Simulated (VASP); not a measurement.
Wanted: the native input for a VASP 6.6.1 run.

```
Task                   : single point
Functional             : PBE
Dispersion             : D3(BJ)
Potentials or basis    : VASP PAW PBE potentials, release 64 (C)
Cutoff                 : 520 eV
k mesh                 : 12 × 12 × 1
Occupations            : gaussian, width 0.05 eV
Spin                   : no spin polarisation
Dipole correction      : yes
Further INCAR settings : ALGO = Normal; EDIFF = 1e-06; NBANDS = 16
```

The structure of C lies in POSCAR:

```
C
1.0
    2.4564546498      0.0000000001      0.0000000000
    1.2281170900      2.1274157703      0.0000000000
    0.0000000000      0.0000000000     20.5034818813
C
4
Direct
    0.1574584200      0.1574584200      0.4145637336
    0.4908076800      0.4908076800      0.4145955219
    0.4815914700      0.4815914700      0.5854044781
    0.8149407200      0.8149407200      0.5854362664
```

One way to write it, as run:

INCAR

```
SYSTEM = C
PREC = Accurate
ENCUT = 520
EDIFF = 1E-6
ISMEAR = 0
SIGMA = 0.05
LREAL = .False.
LASPH = .True.
NELM = 100
ALGO = Normal
ISIF = 2
LWAVE = .False.
LCHARG = .False.
LDIPOL = .True.
IDIPOL = 3
DIPOL = 0.5 0.5 0.500
GGA = PE
IVDW = 12
NBANDS = 16
```

KPOINTS

```
regular mesh
0
Gamma
  12 12 1
  0 0 0
```

Potentials or basis: VASP PAW PBE potentials, release 64 (C).

Command:

```bash
$ cat potpaw_PBE.64/C/POTCAR > POTCAR
$ mpirun -np 1 vasp_std > vasp.out
```

It gave:

| Item | Value |
| --- | --- |
| Largest force | 0.017 eV/Å |
| Dispersion energy per atom | -0.116 eV |

Run time: 77 s on 1 thread of Intel(R) Xeon(R) Platinum 8375C CPU @ 2.90GHz (Ice Lake) (shared host), peak memory 0.23 GiB.
